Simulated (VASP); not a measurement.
# SiW6 in VASP: a series of runs

The runs below take SiW6 through single point, with PBE+D3(BJ).

Everything below comes from runs of VASP 6.6.1. Logs are shortened: lines on timing, memory, paths and dates and some standing lists are left out, and cuts for length are marked.

### 1 The cell of the first run

The cell holds a slab with vacuum, 7 atoms: a = 4.468 Å, b = 4.468 Å, c = 21.726 Å, α = 90.00°, β = 90.00°, γ = 120.00°.

### 2 Single point, PBE+D3(BJ)

The input, INCAR:

```
PREC = Accurate
ENCUT = 520
EDIFF = 1E-6
ISMEAR = 0
SIGMA = 0.1
LREAL = False
LASPH = True
NELM = 100
ALGO = Normal
ISIF = 2
LWAVE = False
LCHARG = False
LDIPOL = True
IDIPOL = 3
DIPOL = 0.5 0.5 0.322
GGA = PE
IVDW = 12
NBANDS = 53
```

The input, KPOINTS:

```
regular mesh
0
Gamma
  6 6 1
```

The input, POSCAR:

```
SiW6
1.0
    4.4682526324      0.0000000000      0.0000000000
   -2.2341263162      3.8696202902      0.0000000000
    0.0000000000      0.0000000000     21.7259061349
W Si
6 1
Direct
    0.6666666667      0.3333333333      0.1841119986
    0.3333333333      0.6666666667      0.2260931360
    0.0000000000      0.0000000000      0.2680742733
    0.6666666667      0.3333333333      0.3070897866
    0.3333333333      0.6666666667      0.3466976876
    0.0000000000      0.0000000000      0.3832248047
    0.2222222222      0.4444444444      0.5397200035
```

Potentials or basis: VASP PAW PBE potentials, release 64 (W_sv, Si).

Started as:

```console
$ cat potpaw_PBE.64/W_sv/POTCAR potpaw_PBE.64/Si/POTCAR > POTCAR
$ mpirun -np 1 vasp_std > vasp.out
```

OUTCAR:

```text
PREC = Accurate
   ENCUT = 520
   EDIFF = 1E-6
   ISMEAR = 0
   LREAL = False
   LASPH = True
   NELM = 100
   ISIF = 2
   GGA = PE
   IVDW = 12
 IVDW          = 12

 ion  position               nearest neighbor table
   1  0.667  0.333  0.184-   4 2.67   2 2.74   2 2.74   2 2.74   3 3.16   3 3.16   3 3.16
   2  0.333  0.667  0.226-   5 2.62   3 2.74   3 2.74   3 2.74   1 2.74   1 2.74   1 2.74   4 3.12
                             4 3.12   4 3.12
   3  0.000  0.000  0.268-   6 2.50   4 2.72   4 2.72   4 2.72   2 2.74   2 2.74   2 2.74   5 3.09
                             5 3.09   5 3.09   1 3.16   1 3.16   1 3.16
   4  0.667  0.333  0.307-   1 2.67   3 2.72   3 2.72   3 2.72   5 2.72   5 2.72   5 2.72   6 3.06
                             6 3.06   6 3.06   2 3.12   2 3.12   2 3.12
   5  0.333  0.667  0.347-   2 2.62   6 2.70   6 2.70   6 2.70   4 2.72   4 2.72   4 2.72   3 3.09
                             3 3.09   3 3.09
   6  0.000  0.000  0.383-   3 2.50   5 2.70   5 2.70   5 2.70   4 3.06   4 3.06   4 3.06
   7  0.222  0.444  0.540-

  LATTYP: Found a hexagonal cell.
 ALAT       =     4.4682526324
 C/A-ratio  =     4.8622824004

  Lattice vectors:

 A1 = (   4.4682526324,   0.0000000000,   0.0000000000)
 A2 = (  -2.2341263162,   3.8696202902,   0.0000000000)
 A3 = (   0.0000000000,   0.0000000000,  21.7259061349)

Analysis of symmetry for initial positions (statically):
=====================================================================
 Subroutine PRICEL returns:
 Original cell was already a primitive cell.

 Routine SETGRP: Setting up the symmetry group for a
 hexagonal supercell.

 Subroutine GETGRP returns: Found  2 space group operations
 (whereof  2 operations were pure point group operations)
 out of a pool of 24 trial point group operations.

The static configuration has the point symmetry C_1h.

Analysis of symmetry for dynamics (positions and initial velocities):
=====================================================================
 Subroutine PRICEL returns:
 Original cell was already a primitive cell.

 Routine SETGRP: Setting up the symmetry group for a
 hexagonal supercell.

 Subroutine GETGRP returns: Found  2 space group operations
 (whereof  2 operations were pure point group operations)
 out of a pool of 24 trial point group operations.

The dynamic configuration has the point symmetry C_1h.

 Subroutine INISYM returns: Found  2 space group operations
 (whereof  2 operations are pure point group operations),
 and found     1 'primitive' translations

----------------------------------------------------------------------------------------

[... 105 lines left out ...]
   ISMEAR =     0;   SIGMA  =   0.10  broadening in eV -4-tet -1-fermi 0-gaus
   EFERMI_NEDOS =   21; number of points for ismear=-14 and -15
   IALGO  =     38    algorithm
   IMIX   =      4    mixing-type and parameters
     AMIX     =   0.40;   BMIX     =  1.00
     AMIX_MAG =   1.60;   BMIX_MAG =  1.00
  volume/ion in A,a.u.               =      53.66       362.14
  Fermi-wavevector in a.u.,A,eV,Ry     =   1.009193  1.907099 13.857143  1.018471
  Thomas-Fermi vector in A             =   2.142107
   LORBIT       =      0    0 simple, 1 ext, 2 COOP (PROOUT), +10 PAW based schemes
   GGA     = PE    functional components
   LHFCALC =     F    Hartree Fock is set to
   AEXX    =    0.0000 exact exchange contribution
   IVDW    =    12    specifies the selected vdW correction
   LEPSILON=     F    determine dielectric tensor
   LRPA    =     F    only Hartree local field effects (RPA)
 non-spin polarized calculation
 Gauss-broadening in eV      SIGMA  =   0.10
  energy-cutoff  :      520.00
  volume of cell :      375.65
 maximum number of plane-waves:     10145
 NGX is ok and might be reduce to    36
   NGX = 17   NGY = 17   NGZ = 81

 dipolmoment           0.000000      0.000000     -0.003852 electrons x Angstroem

 number of electron      88.0000002 magnetization

 dipolmoment           0.000000      0.000000      0.053828 electrons x Angstroem

 Free energy of the ion-electron system (eV)
  ---------------------------------------------------
  ext. energy  EPLUGINS =         0.00000000
  ---------------------------------------------------
  free energy    TOTEN  =       -71.79460010 eV

  energy without entropy =      -71.74696395  energy(sigma->0) =      -71.77078203

 E-fermi :   0.3170     XC(G=0):  -5.4573

 val. band max:        0.3134564049   @ k =   0.3333   0.1667   0.0000
 cond. band min:       0.3338985914   @ k =  -0.1667   0.5000   0.0000
 fundamental gap:      0.0204421864
 Fermi energy:         0.3169957661

 k-point     1 :       0.0000    0.0000    0.0000
  band No.  band energies     occupation
      1     -73.6887      2.00000
      2     -73.5642      2.00000
      3     -73.5387      2.00000
      4     -73.4988      2.00000
      5     -73.4009      2.00000
      6     -73.3373      2.00000
[... 717 lines left out ...]
     52       1.7654      0.00000
     53       1.8862      0.00000

------------------------ aborting loop because EDIFF is reached ----------------------------------------

 vacuum level on the upper side and lower side of the slab       (xc-potential included)         0.058        -0.426

 Edisp (eV)   -2.83208

 E8    (eV) :    -1.4870

  FORCE on cell =-STRESS in cart. coord.  units (eV):
  Direction    XX          YY          ZZ          XY          YZ          ZX
  --------------------------------------------------------------------------------------
  -------------------------------------------------------------------------------------
  Total       3.69378     3.38137     2.45929     0.00000     0.42927     0.00000
  in kB      15.75427    14.42178    10.48907     0.00000     1.83088     0.00000
  external pressure =       13.56 kB  Pullay stress =        0.00 kB

 VOLUME and BASIS-vectors are now :
 -----------------------------------------------------------------------------
  energy-cutoff  :      520.00
  volume of cell :      375.65
      direct lattice vectors                 reciprocal lattice vectors
     4.468252632  0.000000000  0.000000000     0.223801133  0.129211644  0.000000000
    -2.234126316  3.869620290  0.000000000     0.000000000  0.258423288  0.000000000
     0.000000000  0.000000000 21.725906135     0.000000000  0.000000000  0.046028000

 POSITION                                       TOTAL-FORCE (eV/Angst)
 -----------------------------------------------------------------------------------
      2.23413      1.28987      4.00000         0.000000      0.060074      2.077476
     -0.00000      2.57975      4.91208         0.000000     -0.022460     -1.096166
      0.00000      0.00000      5.82416         0.000000     -0.002486     -1.898949
      2.23413      1.28987      6.67180         0.000000     -0.092105     -4.075665
     -0.00000      2.57975      7.53232        -0.000000     -0.180428     -0.030386
      0.00000      0.00000      8.32591        -0.000000      0.145994      6.117929
      0.00000      1.71983     11.72591         0.000000      0.091411     -1.094239
 -----------------------------------------------------------------------------------
    total drift:                               -0.000000      0.000066      0.000304

  FREE ENERGIE OF THE ION-ELECTRON SYSTEM (eV)
  ---------------------------------------------------
  free  energy   TOTEN  =       -74.6266836568 eV

  energy  without entropy=      -74.5790475074  energy(sigma->0) =      -74.60286558

 vacuum level on the upper side and lower side of the slab         4.623         4.119
```

OSZICAR:

```text
N       E                     dE             d eps       ncg     rms          rms(c)
DAV:   1     0.978102189217E+03    0.97810E+03   -0.53218E+04  1714   0.150E+03
DAV:   2    -0.285486604418E+02   -0.10067E+04   -0.98831E+03  1560   0.450E+02
DAV:   3    -0.756795499097E+02   -0.47131E+02   -0.45840E+02  1664   0.944E+01
[... 25 lines left out ...]
DAV:  29    -0.717945863776E+02   -0.95015E-05   -0.45643E-07   964   0.292E-03    0.141E-03
DAV:  30    -0.717945956621E+02   -0.92845E-05   -0.88914E-07   996   0.268E-03    0.978E-04
DAV:  31    -0.717945979169E+02   -0.22548E-05   -0.68772E-07   956   0.208E-03    0.951E-04
DAV:  32    -0.717945993019E+02   -0.13849E-05   -0.43361E-07   956   0.136E-03    0.671E-04
DAV:  33    -0.717946001036E+02   -0.80170E-06   -0.19446E-07   940   0.168E-03
   1 F= -.74626684E+02 E0= -.74602866E+02  d E =-.476361E-01
```

Wall time 5.5 min (1 thread of Intel Xeon 6975P-C (Granite Rapids), shared host); peak memory 0.61 GiB.

Results:

- Free energy: -74.6267 eV
- Largest force: 6.120 eV/Å
- Band gap on the k mesh: zero (band 44 reaches 0.42 eV, above the bottom of band 45 at 0.10 eV)
- Dispersion energy per atom: -0.405 eV

Forces in eV/Å, atoms in the order of the input:
```
W    0.000  0.060  2.077
W    0.000 -0.022 -1.096
W    0.000 -0.002 -1.899
W    0.000 -0.092 -4.076
W    0.000 -0.180 -0.030
W    0.000  0.146  6.118
Si   0.000  0.091 -1.094
```

Levels at points of the mesh, in eV from the Fermi level:
```tsv
k point	band 41	band 42	band 43	band 44	band 45	band 46	band 47	band 48
(0.00, 0.00, 0.00)	-1.06	-1.06	-0.98	-0.44	0.66	1.48	1.60	1.64
(0.50, 0.00, 0.00)	-0.85	-0.57	-0.41	0.10	0.20	0.31	0.62	1.04
(0.00, 0.50, 0.00)	-0.93	-0.63	-0.34	-0.04	0.20	0.32	0.93	0.98
```

Caveat: spin-orbit coupling is left out, which moves the levels of the heavy elements.

### 3 Single point, PBE+D3(BJ)

The input, INCAR:

```
SYSTEM = SiW6
ALGO = Normal ; DIPOL = 0.5 0.5 0.322
EDIFF = 1E-6 ; ENCUT = 520
GGA = PE ; IDIPOL = 3
ISIF = 2 ; ISMEAR = 0
IVDW = 12 ; LASPH = .TRUE.
LCHARG = .FALSE. ; LDIPOL = .TRUE.
LREAL = .FALSE. ; LWAVE = .FALSE.
NBANDS = 53 ; NELM = 100
PREC = Accurate ; SIGMA = 0.1
```

The input, KPOINTS:

```
k-points
0
G
  6 6 1
  0 0 0
```

Changes to POSCAR since step 2:

```diff
@@ -14,2 +14,2 @@
     0.0000000000      0.0000000000      0.3832248047
-    0.2222222222      0.4444444444      0.5397200035
+    0.4444444444      0.2222222222      0.5397200035
```

Potentials or basis: VASP PAW PBE potentials, release 64 (W_sv, Si).

Started as:

```console
$ cat potpaw_PBE.64/W_sv/POTCAR potpaw_PBE.64/Si/POTCAR > POTCAR
$ mpirun -np 1 vasp_std > vasp.out
```

OUTCAR:

```text
SYSTEM = SiW6
   EDIFF = 1E-6
   ENCUT = 520
   GGA = PE
   ISIF = 2
   ISMEAR = 0
   IVDW = 12
   LASPH = .TRUE.
   LREAL = .FALSE.
   NELM = 100
   PREC = Accurate
 IVDW          = 12

 ion  position               nearest neighbor table
   1  0.667  0.333  0.184-   4 2.67   2 2.74   2 2.74   2 2.74   3 3.16   3 3.16   3 3.16
   2  0.333  0.667  0.226-   5 2.62   3 2.74   3 2.74   3 2.74   1 2.74   1 2.74   1 2.74   4 3.12
                             4 3.12   4 3.12
   3  0.000  0.000  0.268-   6 2.50   4 2.72   4 2.72   4 2.72   2 2.74   2 2.74   2 2.74   5 3.09
                             5 3.09   5 3.09   1 3.16   1 3.16   1 3.16
   4  0.667  0.333  0.307-   1 2.67   3 2.72   3 2.72   3 2.72   5 2.72   5 2.72   5 2.72   6 3.06
                             6 3.06   6 3.06   2 3.12   2 3.12   2 3.12
   5  0.333  0.667  0.347-   2 2.62   6 2.70   6 2.70   6 2.70   4 2.72   4 2.72   4 2.72   3 3.09
                             3 3.09   3 3.09
   6  0.000  0.000  0.383-   3 2.50   5 2.70   5 2.70   5 2.70   4 3.06   4 3.06   4 3.06
   7  0.444  0.222  0.540-

  LATTYP: Found a hexagonal cell.
 ALAT       =     4.4682526324
 C/A-ratio  =     4.8622824004

  Lattice vectors:

 A1 = (   4.4682526324,   0.0000000000,   0.0000000000)
 A2 = (  -2.2341263162,   3.8696202902,   0.0000000000)
[... 911 lines left out ...]
     52       1.8158      0.00000
     53       1.9395      0.00000

------------------------ aborting loop because EDIFF is reached ----------------------------------------

 vacuum level on the upper side and lower side of the slab       (xc-potential included)         0.023        -0.406

 Edisp (eV)   -2.83393

 E8    (eV) :    -1.4883

  FORCE on cell =-STRESS in cart. coord.  units (eV):
  Direction    XX          YY          ZZ          XY          YZ          ZX
  --------------------------------------------------------------------------------------
  -------------------------------------------------------------------------------------
  Total       3.55767     3.49857     2.81183     0.05118    -0.06155    -0.10661
  in kB      15.17371    14.92164    11.99265     0.21830    -0.26252    -0.45471
  external pressure =       14.03 kB  Pullay stress =        0.00 kB

 VOLUME and BASIS-vectors are now :
 -----------------------------------------------------------------------------
  energy-cutoff  :      520.00
  volume of cell :      375.65
      direct lattice vectors                 reciprocal lattice vectors
     4.468252632  0.000000000  0.000000000     0.223801133  0.129211644  0.000000000
    -2.234126316  3.869620290  0.000000000     0.000000000  0.258423288  0.000000000
     0.000000000  0.000000000 21.725906135     0.000000000  0.000000000  0.046028000

 POSITION                                       TOTAL-FORCE (eV/Angst)
 -----------------------------------------------------------------------------------
      2.23413      1.28987      4.00000         0.022282      0.012864      2.033600
     -0.00000      2.57975      4.91208        -0.038517     -0.022238     -0.960959
      0.00000      0.00000      5.82416         0.031625      0.018258     -1.998188
      2.23413      1.28987      6.67180        -0.007827     -0.004519     -3.997532
     -0.00000      2.57975      7.53232        -0.075868     -0.043803     -0.191923
      0.00000      0.00000      8.32591         0.108175      0.062455      6.096610
      1.48942      0.85992     11.72591        -0.039869     -0.023019     -0.981609
 -----------------------------------------------------------------------------------
    total drift:                                0.000061      0.000035      0.000202

  FREE ENERGIE OF THE ION-ELECTRON SYSTEM (eV)
  ---------------------------------------------------
  free  energy   TOTEN  =       -74.5036789105 eV

  energy  without entropy=      -74.4536165214  energy(sigma->0) =      -74.47864772

 vacuum level on the upper side and lower side of the slab         4.573         4.129
```

OSZICAR:

```text
N       E                     dE             d eps       ncg     rms          rms(c)
DAV:   1     0.974289487626E+03    0.97429E+03   -0.53236E+04  1722   0.150E+03
DAV:   2    -0.290533770507E+02   -0.10033E+04   -0.98565E+03  1560   0.450E+02
DAV:   3    -0.756929358285E+02   -0.46640E+02   -0.45346E+02  1675   0.938E+01
DAV:   4    -0.780306952469E+02   -0.23378E+01   -0.22987E+01  1860   0.174E+01
[... 24 lines left out ...]
DAV:  29    -0.716697366744E+02   -0.97385E-05   -0.64420E-07  1012   0.297E-03    0.212E-03
DAV:  30    -0.716697452285E+02   -0.85542E-05   -0.72624E-07   983   0.261E-03    0.142E-03
DAV:  31    -0.716697477226E+02   -0.24941E-05   -0.51817E-07   972   0.237E-03    0.642E-04
DAV:  32    -0.716697491552E+02   -0.14326E-05   -0.15761E-07   940   0.126E-03    0.633E-04
DAV:  33    -0.716697498430E+02   -0.68780E-06   -0.12112E-07   924   0.140E-03
   1 F= -.74503679E+02 E0= -.74478648E+02  d E =-.500624E-01
```

Wall time 5.7 min (1 thread of Intel Xeon 6975P-C (Granite Rapids), shared host); peak memory 0.6 GiB.

Results:

```yaml
Free_energy: -74.5037 eV
Largest_force: 6.098 eV/Å
Band_gap_on_the_k_mesh: zero (band 44 reaches 0.44 eV, above the bottom of band 45 at 0.31 eV)
Dispersion_energy_per_atom: -0.405 eV
```

Forces on the atoms (eV/Å):
```
W    0.022  0.013  2.034
W   -0.039 -0.022 -0.961
W    0.032  0.018 -1.998
W   -0.008 -0.005 -3.998
W   -0.076 -0.044 -0.192
W    0.108  0.062  6.097
Si  -0.040 -0.023 -0.982
```

Caveat: spin-orbit coupling is left out, which moves the levels of the heavy elements.

(Part 1 of 2 ends here.)
